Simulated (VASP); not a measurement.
Write the native input for VASP 6.6.1 that does the following.

- Task: single point
- Functional: RPBE
- Potentials or basis: VASP PAW PBE potentials, release 64 (Zn, Se)
- Cutoff: 520 eV
- k mesh: 6 × 6 × 6
- Occupations: gaussian, width 0.01 eV
- Spin: no spin polarisation
- Dipole correction: no
- Further INCAR settings: ALGO = Normal; EDIFF = 1e-06; NBANDS = 16

The structure of ZnSe (Stilleite) lies in POSCAR:

```
ZnSe
1.0
    0.0000000000      2.8338000000      2.8338000000
    2.8338000000      0.0000000000      2.8338000000
    2.8338000000      2.8338000000      0.0000000000
Zn Se
1 1
Direct
    0.0000000000      0.0000000000      0.0000000000
    0.2500000000      0.2500000000      0.2500000000
```

The input as run:

INCAR

```
PREC = Accurate ; ENCUT = 520
EDIFF = 1E-6 ; ISMEAR = 0
SIGMA = 0.01 ; LREAL = False
LASPH = True ; NELM = 60
ALGO = Normal ; ISIF = 2
LWAVE = False ; LCHARG = False
GGA = RP ; NBANDS = 16
```

KPOINTS

```
Automatic mesh
0
Gamma
  6 6 6
```

Potentials or basis: VASP PAW PBE potentials, release 64 (Zn, Se).

Launch:

```sh
$ cat potpaw_PBE.64/Zn/POTCAR potpaw_PBE.64/Se/POTCAR > POTCAR
$ mpirun -np 1 vasp_std > vasp.out
```

It gave:

```
Pressure               : 4.6 GPa
Band gap on the k mesh : 1.45 eV, direct
```

Caveat: the PAW data sets were made with another functional, which shifts forces and pressure a little.

Wall time 15 s on 1 thread of Intel(R) Xeon(R) Platinum 8259CL CPU @ 2.50GHz (Skylake/Cascade Lake) (shared host), peak memory 0.17 GiB.
